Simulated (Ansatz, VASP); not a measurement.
**Two plane-wave programs on Cd**

File INCAR:

```
SYSTEM = Cd
  PREC = Accurate
  ENCUT = 520
  EDIFF = 1E-6
  ISMEAR = 1
  SIGMA = 1.0
  LREAL = .False.
  LASPH = .True.
  NELM = 80
  ALGO = Normal
  ISIF = 2
  LWAVE = .False.
  LCHARG = .False.
  NBANDS = 19
```

File KPOINTS:

```
regular mesh
0
Gamma
  13 13 6
  0 0 0
```

The input POSCAR:

```
Cd
1.0
    2.8818641727      0.0000000000      0.0000000000
   -1.4409320863      2.4957675838      0.0000000000
    0.0000000000      0.0000000000      5.6383707528
Cd
2
Direct
    0.3333333333      0.6666666667      0.2500000000
    0.6666666667      0.3333333333      0.7500000000
```

Input for Ansatz:

```yaml
crystal:
  lattice:
    - [2.8818641727, 0.0, 0.0]
    - [-1.4409320863, 2.4957675838, 0.0]
    - [0.0, 0.0, 5.6383707528]
  atoms:
    - { symbol: Cd, position: [0.3333333333, 0.6666666667, 0.25] }
    - { symbol: Cd, position: [0.6666666667, 0.3333333333, 0.75] }
hamiltonian:
  xc: lda
  pseudopotentials:
    kind: paw
    azcp:
      Cd: "pseudopotentials/Cd.paw.azcp"
basis:
  ecutwfc: 420
  fft_grid_basis: typed
kpoints:
  mp_grid: { grid: [13, 13, 6], shift: [0, 0, 0] }
magnetization:
  spin_polarized: false
scf:
  occupations: { method: cold, width: 1.0 }
  lower_state_search: "off"
output:
  stress: true
```

Alike in both runs: task single point; functional LDA; k mesh 13 × 13 × 6; no spin polarisation.

|  | VASP | Ansatz |
| --- | --- | --- |
| version | VASP 6.6.1 | Ansatz 0.2.0 |
| potentials or method | VASP PAW LDA potentials, release 64 (Cd), cutoff 520 eV | plane waves (420 eV) with PAW, scalar-relativistic |
| occupations | methfessel-paxton of order 1, width 1 eV | cold, width 1 eV |
| valence electrons in the cell | 24 | 40 |

VASP gave:

- pressure (GPa): 0.7
- traceless stress, the component that is largest in VASP (GPa): -1.55

Estimate Ansatz's values.

pressure (GPa): 0.2; traceless stress, the component that is largest in VASP (GPa): -1.29.

Ansatz warns that its potentials were made for another functional, while VASP's fit it. LDA's correlation is that of Perdew and Zunger in VASP and of Perdew and Wang (1992) in Ansatz. VASP's potentials hold 24 valence electrons a cell and Ansatz's 40, so a difference there can come from the potentials and not from the codes.
